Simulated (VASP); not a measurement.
Here is a VASP 6.6.1 calculation.

Contents of INCAR:

```
  PREC = Accurate
  ENCUT = 520
  EDIFF = 1E-6
  ISMEAR = 0
  SIGMA = 0.05
  LREAL = F
  LASPH = T
  NELM = 100
  ALGO = Normal
  ISIF = 2
  LWAVE = F
  LCHARG = F
  GGA = PE
  NBANDS = 16
```

KPOINTS

```
regular mesh
0
Gamma
  10 10 10
```

POSCAR

```
ZnSe
1.0
    0.0000000000      2.8629462675      2.7501885375
    2.7501885375      0.0000000000      2.7501885375
    2.7501885375      2.8629462675      0.0000000000
Zn Se
1 1
Direct
    0.0000000000      0.0000000000      0.0000000000
    0.7500000000      0.7500000000      0.7500000000
```

Potentials or basis: VASP PAW PBE potentials, release 64 (Zn, Se).

Run with:

```console
$ cat potpaw_PBE.64/Zn/POTCAR potpaw_PBE.64/Se/POTCAR > POTCAR
$ mpirun -np 1 vasp_std > vasp.out
```

(1) Predict the band gap on the k mesh.

(2) Predict the pressure.

## Answers

(1) 1.43 eV, direct.

(2) 6.0 GPa.
